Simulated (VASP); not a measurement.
# Mo (I4/mmm) in VASP: further runs

Runs on Mo. Level: PBEsol. Tasks: single point.

All numbers are computed with VASP 6.6.1; they aren't measurements. Logs are shortened: lines on timing, memory, paths and dates and some standing lists are left out, and cuts for length are marked.

**1. The cell of the first run**

The structure is tetragonal, space group I4/mmm (No. 139). Conventional cell: a = 3.142 Å, b = 3.142 Å, c = 2.953 Å, α = 90.00°, β = 90.00°, γ = 90.00°. Within 3.5 Å of Mo (site symmetry 4/mmm) lie 14 Mo at 2.67 to 3.14 Å.

**2. Single point, PBEsol (strain -0.0600 x Voigt [0, 1, 0, 0, 0, 0])**

File INCAR:

```
SYSTEM = Mo
  PREC = Accurate
  ENCUT = 520
  EDIFF = 1E-6
  ISMEAR = 0
  SIGMA = 0.15
  LREAL = .FALSE.
  LASPH = .TRUE.
  NELM = 80
  ALGO = Fast
  ISIF = 2
  LWAVE = .FALSE.
  LCHARG = .TRUE.
  GGA = PS
  LELF = .TRUE.
  LVHAR = .TRUE.
  NBANDS = 13
```

File KPOINTS:

```
regular mesh
0
G
  22 22 22
  0 0 0
```

File POSCAR:

```
Mo
1.0
   -1.5710000000      1.4767400000      1.5710000000
    1.5710000000     -1.4767400000      1.5710000000
    1.5710000000      1.4767400000     -1.5710000000
Mo
1
Direct
    0.0000000000      0.0000000000      0.0000000000
```

Potentials or basis: VASP PAW PBE potentials, release 64 (Mo_sv).

Run with:

```
> cat potpaw_PBE.64/Mo_sv/POTCAR > POTCAR
> mpirun -np 1 vasp_std > vasp.out
```

OUTCAR:

```text
SYSTEM = Mo
   PREC = Accurate
   ENCUT = 520
   EDIFF = 1E-6
   ISMEAR = 0
   LREAL = .FALSE.
   LASPH = .TRUE.
   NELM = 80
   ISIF = 2
   GGA = PS

 ion  position               nearest neighbor table
   1  0.000  0.000  0.000-

  LATTYP: Found a body centered tetragonal cell.
 ALAT       =     3.1420000000
 C/A-ratio  =     0.9400000000

  Lattice vectors:

 A1 = (  -1.5710000000,  -1.4767400000,   1.5710000000)
 A2 = (   1.5710000000,  -1.4767400000,  -1.5710000000)
 A3 = (   1.5710000000,   1.4767400000,   1.5710000000)

Analysis of symmetry for initial positions (statically):
=====================================================================
 Subroutine PRICEL returns:
 Original cell was already a primitive cell.

 Routine SETGRP: Setting up the symmetry group for a
 body centered tetragonal supercell.

 Subroutine GETGRP returns: Found 16 space group operations
 (whereof 16 operations were pure point group operations)
 out of a pool of 16 trial point group operations.

The static configuration has the point symmetry D_4h.

Analysis of symmetry for dynamics (positions and initial velocities):
=====================================================================
 Subroutine PRICEL returns:
 Original cell was already a primitive cell.

 Routine SETGRP: Setting up the symmetry group for a
 body centered tetragonal supercell.

 Subroutine GETGRP returns: Found 16 space group operations
 (whereof 16 operations were pure point group operations)
 out of a pool of 16 trial point group operations.

The dynamic configuration has the point symmetry D_4h.

 Subroutine INISYM returns: Found 16 space group operations
 (whereof 16 operations are pure point group operations),
 and found     1 'primitive' translations

----------------------------------------------------------------------------------------

                                     Primitive cell

  volume of cell :      14.5786

  direct lattice vectors                    reciprocal lattice vectors
    -1.571000000  1.476740000  1.571000000     0.000000000  0.338583637  0.318268619
     1.571000000 -1.476740000  1.571000000     0.318268619  0.000000000  0.318268619
     1.571000000  1.476740000 -1.571000000     0.318268619  0.338583637  0.000000000

  length of vectors
     2.667741185  2.667741185  2.667741185     0.464686769  0.450099797  0.464686769

  position of ions in fractional coordinates (direct lattice)
     0.000000000  0.000000000  0.000000000

  ion indices of the primitive-cell ions
   primitive index   ion index
                 1           1

[... 77 lines left out ...]
   ISIF   =      2    stress and relaxation
   ISYM   =      2    0-nonsym 1-usesym 2-fastsym
   POTIM  = 0.5000    time-step for ionic-motion
   TEBEG  =    0.0;   TEEND  =   0.0 temperature during run
   PSTRESS=    0.0 pullay stress
   NELECT =      14.0000    total number of electrons
   NUPDOWN=      -1.0000    fix difference up-down
   EMIN   =  10.00;   EMAX   =-10.00  energy-range for DOS
   EFERMI =   0.00;   METHOD = LEGACY
   ISMEAR =     0;   SIGMA  =   0.15  broadening in eV -4-tet -1-fermi 0-gaus
   EFERMI_NEDOS =   21; number of points for ismear=-14 and -15
   IALGO  =     68    algorithm
   IMIX   =      4    mixing-type and parameters
     AMIX     =   0.40;   BMIX     =  1.00
     AMIX_MAG =   1.60;   BMIX_MAG =  1.00
  volume/ion in A,a.u.               =      14.58        98.38
  Fermi-wavevector in a.u.,A,eV,Ry     =   1.615147  3.052185 35.493514  2.608700
  Thomas-Fermi vector in A             =   2.709942
   LORBIT       =      0    0 simple, 1 ext, 2 COOP (PROOUT), +10 PAW based schemes
   GGA     = PS    functional components
   LHFCALC =     F    Hartree Fock is set to
   AEXX    =    0.0000 exact exchange contribution
   IVDW    =     0    specifies the selected vdW correction
   LEPSILON=     F    determine dielectric tensor
   LRPA    =     F    only Hartree local field effects (RPA)
 non-spin polarized calculation
 RMM-DIIS sequential band-by-band and
 Gauss-broadening in eV      SIGMA  =   0.15
  energy-cutoff  :      520.00
  volume of cell :       14.58
 maximum number of plane-waves:       409
   NGX =  9   NGY =  9   NGZ =  9

 number of electron      14.0000002 magnetization

 Free energy of the ion-electron system (eV)
  ---------------------------------------------------
  ext. energy  EPLUGINS =         0.00000000
  ---------------------------------------------------
  free energy    TOTEN  =       -11.70089375 eV

  energy without entropy =      -11.69381617  energy(sigma->0) =      -11.69735496

 E-fermi :  13.6223     XC(G=0): -13.9251

 val. band max:       13.6207560857   @ k =  -0.1364   0.3182   0.0909
 cond. band min:      13.6255583951   @ k =   0.3636  -0.2273   0.0909
 fundamental gap:      0.0048023094
 Fermi energy:        13.6223156777

 k-point     1 :       0.0000    0.0000    0.0000
  band No.  band energies     occupation
      1     -47.5874      2.00000
      2     -20.7046      2.00000
      3     -20.7046      2.00000
      4     -20.6688      2.00000
      5       6.1202      2.00000
      6      11.6112      2.00000
      7      12.4223      2.00000
      8      12.4223      2.00000
      9      14.8205      0.00000
     10      15.8836      0.00000
     11      28.1451      0.00000
     12      28.1451      0.00000
     13      29.4325      0.00000
[... 354 lines left out ...]
  band No.  band energies     occupation
      1     -47.2248      2.00000
      2     -22.4203      2.00000
      3     -21.2824      2.00000
      4     -20.7662      2.00000
      5       7.8736      2.00000
      6       9.6445      2.00000
      7      15.0124      0.00000
      8      15.7475      0.00000
      9      16.8503      0.00000
     10      19.0404      0.00000
     11      25.8098      0.00000
     12      26.5886      0.00000
     13      31.3010      0.00000

 [... further k-points ...]
[... 5 lines left out ...]
  --------------------------------------------------------------------------------------
  -------------------------------------------------------------------------------------
  Total        0.8554722      2.8693074      0.8554722     -0.0000000      0.0000000      0.0000000
  in kB       94.0156307    315.3343387     94.0156307     -0.0000000      0.0000000      0.0000000
  external PRESSURE =     167.7885334 kB  Pullay stress =       0.0000000 kB

 VOLUME and BASIS-vectors are now :
 -----------------------------------------------------------------------------
  energy-cutoff  :      520.00
  volume of cell :       14.58
      direct lattice vectors                 reciprocal lattice vectors
    -1.571000000  1.476740000  1.571000000     0.000000000  0.338583637  0.318268619
     1.571000000 -1.476740000  1.571000000     0.318268619  0.000000000  0.318268619
     1.571000000  1.476740000 -1.571000000     0.318268619  0.338583637  0.000000000

 POSITION                                       TOTAL-FORCE (eV/Angst)
 -----------------------------------------------------------------------------------
      0.00000      0.00000      0.00000        -0.000000      0.000000      0.000000
 -----------------------------------------------------------------------------------
    total drift:                                0.000000     -0.000000      0.000000

  FREE ENERGIE OF THE ION-ELECTRON SYSTEM (eV)
  ---------------------------------------------------
  free  energy   TOTEN  =       -11.7008937513 eV

  energy  without entropy=      -11.6938161654  energy(sigma->0) =      -11.69735496
```

OSZICAR:

```text
N       E                     dE             d eps       ncg     rms          rms(c)
DAV:   1     0.915715759595E+02    0.91572E+02   -0.80956E+03 21940   0.112E+03
DAV:   2    -0.112680083415E+02   -0.10284E+03   -0.98963E+02 24824   0.313E+02
DAV:   3    -0.123925932482E+02   -0.11246E+01   -0.11220E+01 24114   0.327E+01
DAV:   4    -0.123950088946E+02   -0.24156E-02   -0.24156E-02 24644   0.184E+00
DAV:   5    -0.123950235064E+02   -0.14612E-04   -0.14611E-04 24609   0.127E-01    0.185E+01
RMM:   6    -0.117988198086E+02    0.59620E+00   -0.64933E-01 21757   0.757E+00    0.597E+00
RMM:   7    -0.117055316186E+02    0.93288E-01   -0.20704E-01 22329   0.419E+00    0.942E-01
RMM:   8    -0.117010314836E+02    0.45001E-02   -0.10498E-02 24466   0.115E+00    0.133E-01
RMM:   9    -0.117009031259E+02    0.12836E-03   -0.10289E-03 24682   0.332E-01    0.541E-02
RMM:  10    -0.117008957784E+02    0.73475E-05   -0.14448E-04 25248   0.132E-01    0.104E-02
RMM:  11    -0.117008932888E+02    0.24896E-05   -0.23027E-05 24680   0.504E-02    0.199E-03
RMM:  12    -0.117008937513E+02   -0.46255E-06   -0.53131E-06 19073   0.221E-02
   1 F= -.11700894E+02 E0= -.11697355E+02  d E =-.707759E-02
```

stdout:

```text
POSCAR found type information on POSCAR Mo
 POSCAR found :  1 types and       1 ions
 scaLAPACK will be used
 -----------------------------------------------------------------------------
|                                                                             |
|                                                                             |
|     You enforced a specific xc type in the INCAR file but a different       |
|     I HOPE YOU KNOW WHAT YOU ARE DOING!                                     |
|                                                                             |
 -----------------------------------------------------------------------------

 LDA part: xc-table for (Slater+PW92), standard interpolation
 POSCAR, INCAR and KPOINTS ok, starting setup
 FFT: planning ... GRIDC
 FFT: planning ... GRID_SOFT
 FFT: planning ... GRID
 WAVECAR not read
 entering main loop
```

It took 51 s on 1 thread of Intel Xeon 6975P-C (Granite Rapids), shared host; peak memory 0.25 GiB.

What came out:

| Quantity | Value |
| --- | --- |
| Free energy | -11.7009 eV |
| Pressure | 16.8 GPa |
| Band gap on the k mesh | zero (bands 7 and 8 overlap by 5.76 eV) |

Caveat: the cell differs from its parent crystal (strain -0.0600 x Voigt [0, 1, 0, 0, 0, 0]); the stress differs along the axes, from 9 to 32 GPa; the PAW data sets were made with another functional, which shifts forces and pressure a little.

**3. Single point, PBEsol (strain -0.0450 x Voigt [0, 1, 0, 0, 0, 0])**

File INCAR:

```
PREC = Accurate ; ENCUT = 520
EDIFF = 1E-7 ; ISMEAR = 0
SIGMA = 0.15 ; LREAL = False
LASPH = True ; NELM = 100
ALGO = Fast ; ISIF = 2
LWAVE = False ; LCHARG = True
GGA = PS ; LELF = True
LVHAR = True ; NBANDS = 13
```

File KPOINTS:

```
Automatic mesh
0
Gamma
  22 22 22
```

File POSCAR:

```
Mo
1.0
   -1.5710000000      1.5003050000      1.5710000000
    1.5710000000     -1.5003050000      1.5710000000
    1.5710000000      1.5003050000     -1.5710000000
Mo
1
Direct
    0.0000000000      0.0000000000      0.0000000000
```

Potentials or basis: VASP PAW PBE potentials, release 64 (Mo_sv).

Run with:

```
> cat potpaw_PBE.64/Mo_sv/POTCAR > POTCAR
> mpirun -np 1 vasp_std > vasp.out
```

OUTCAR:

```text
PREC = Accurate
   ENCUT = 520
   EDIFF = 1E-7
   ISMEAR = 0
   LREAL = False
   LASPH = True
   NELM = 100
   ISIF = 2
   GGA = PS

 ion  position               nearest neighbor table
   1  0.000  0.000  0.000-

  LATTYP: Found a body centered tetragonal cell.
 ALAT       =     3.1420000000
 C/A-ratio  =     0.9550000000

  Lattice vectors:

 A1 = (  -1.5710000000,  -1.5003050000,   1.5710000000)
 A2 = (   1.5710000000,  -1.5003050000,  -1.5710000000)
 A3 = (   1.5710000000,   1.5003050000,   1.5710000000)

Analysis of symmetry for initial positions (statically):
=====================================================================
 Subroutine PRICEL returns:
 Original cell was already a primitive cell.

 Routine SETGRP: Setting up the symmetry group for a
 body centered tetragonal supercell.

 Subroutine GETGRP returns: Found 16 space group operations
 (whereof 16 operations were pure point group operations)
 out of a pool of 16 trial point group operations.

The static configuration has the point symmetry D_4h.

Analysis of symmetry for dynamics (positions and initial velocities):
=====================================================================
 Subroutine PRICEL returns:
[... 161 lines left out ...]
 Fermi energy:        13.3533404609

 k-point     1 :       0.0000    0.0000    0.0000
  band No.  band energies     occupation
      1     -47.8500      2.00000
      2     -21.0085      2.00000
      3     -21.0085      2.00000
      4     -20.9847      2.00000
      5       5.8972      2.00000
      6      11.5093      2.00000
      7      12.0949      2.00000
      8      12.0949      2.00000
      9      14.6916      0.00000
     10      15.4578      0.00000
     11      27.9488      0.00000
     12      27.9488      0.00000
     13      28.8899      0.00000
[... 354 lines left out ...]
  band No.  band energies     occupation
      1     -47.5123      2.00000
      2     -22.6466      2.00000
      3     -21.5574      2.00000
      4     -21.0573      2.00000
      5       7.7161      2.00000
      6       9.5211      2.00000
      7      14.6914      0.00000
      8      15.3824      0.00000
      9      16.3699      0.00000
     10      18.6582      0.00000
     11      25.5091      0.00000
     12      26.0041      0.00000
     13      30.9511      0.00000

 [... further k-points ...]
[... 5 lines left out ...]
  --------------------------------------------------------------------------------------
  -------------------------------------------------------------------------------------
  Total        0.5428820      2.0287220      0.5428820      0.0000000      0.0000000      0.0000000
  in kB       58.7251448    219.4528368     58.7251448      0.0000000      0.0000000      0.0000000
  external PRESSURE =     112.3010421 kB  Pullay stress =       0.0000000 kB

 VOLUME and BASIS-vectors are now :
 -----------------------------------------------------------------------------
  energy-cutoff  :      520.00
  volume of cell :       14.81
      direct lattice vectors                 reciprocal lattice vectors
    -1.571000000  1.500305000  1.571000000     0.000000000  0.333265569  0.318268619
     1.571000000 -1.500305000  1.571000000     0.318268619  0.000000000  0.318268619
     1.571000000  1.500305000 -1.571000000     0.318268619  0.333265569  0.000000000

 POSITION                                       TOTAL-FORCE (eV/Angst)
 -----------------------------------------------------------------------------------
      0.00000      0.00000      0.00000         0.000000     -0.000000      0.000000
 -----------------------------------------------------------------------------------
    total drift:                                0.000000     -0.000000      0.000000

  FREE ENERGIE OF THE ION-ELECTRON SYSTEM (eV)
  ---------------------------------------------------
  free  energy   TOTEN  =       -11.7397374582 eV

  energy  without entropy=      -11.7328345948  energy(sigma->0) =      -11.73628603
```

It took 58 s on 1 thread of Intel Xeon 6975P-C (Granite Rapids), shared host; peak memory 0.25 GiB.

Results:

* Free energy: -11.7397 eV
* Pressure: 11.2 GPa
* Band gap on the k mesh: zero (bands 7 and 8 overlap by 5.69 eV)

Levels at points of the mesh, in eV from the Fermi level:
| k point | band 3 | band 4 | band 5 | band 6 | band 7 | band 8 | band 9 | band 10 | band 11 | band 12 |
| --- | --- | --- | --- | --- | --- | --- | --- | --- | --- | --- |
| (0.00, 0.00, 0.00) | -34.36 | -34.34 | -7.46 | -1.84 | -1.26 | -1.26 | 1.34 | 2.10 | 14.60 | 14.60 |
| (0.50, 0.00, 0.00) | -34.90 | -34.40 | -5.71 | -3.87 | 1.87 | 1.97 | 2.81 | 5.19 | 12.00 | 12.66 |
| (0.00, 0.50, 0.00) | -34.82 | -34.34 | -5.63 | -3.25 | 1.31 | 1.57 | 2.25 | 5.09 | 12.15 | 12.19 |
| (0.50, 0.50, 0.50) | -35.55 | -35.38 | -5.96 | -5.83 | 4.28 | 4.28 | 4.46 | 9.05 | 9.05 | 10.27 |

Caveat: the cell differs from its parent crystal (strain -0.0450 x Voigt [0, 1, 0, 0, 0, 0]); the stress differs along the axes, from 6 to 22 GPa; the PAW data sets were made with another functional, which shifts forces and pressure a little.

(Continued in part 2 of 2.)
